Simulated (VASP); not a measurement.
Input of a VASP 6.6.1 run:

INCAR

```
PREC = Accurate
ENCUT = 500
EDIFF = 1E-6
ISMEAR = -1
SIGMA = 0.02
LREAL = False
LASPH = True
NELM = 120
ALGO = Normal
ISIF = 2
LWAVE = False
LCHARG = False
GGA = PE
NBANDS = 15
GGA_COMPAT = False
```

The input KPOINTS:

```
Automatic mesh
0
Gamma
  6 6 6
```

File POSCAR:

```
BaTe
1.0
    0.0000000000      3.9141586662      3.9141586662
    3.9141586662      0.0000000000      3.9141586662
    3.9141586662      3.9141586662      0.0000000000
Ba Te
1 1
Direct
    0.0000000000      0.0000000000      0.0000000000
    0.2500000000      0.2500000000      0.2500000000
```

Potentials or basis: VASP PAW PBE potentials, release 64 (Ba_sv, Te).

The run is started by

```bash
$ cat potpaw_PBE.64/Ba_sv/POTCAR potpaw_PBE.64/Te/POTCAR > POTCAR
$ mpirun -np 1 vasp_std > vasp.out
```

Q: What does it give for the band gap on the k mesh?

A: 2.58 eV, indirect (least direct gap 2.92 eV).

Q: What does it give for the pressure?

A: 0.2 GPa.

Caveat: spin-orbit coupling is left out, which moves the levels of the heavy elements. A k mesh can miss the band edges.
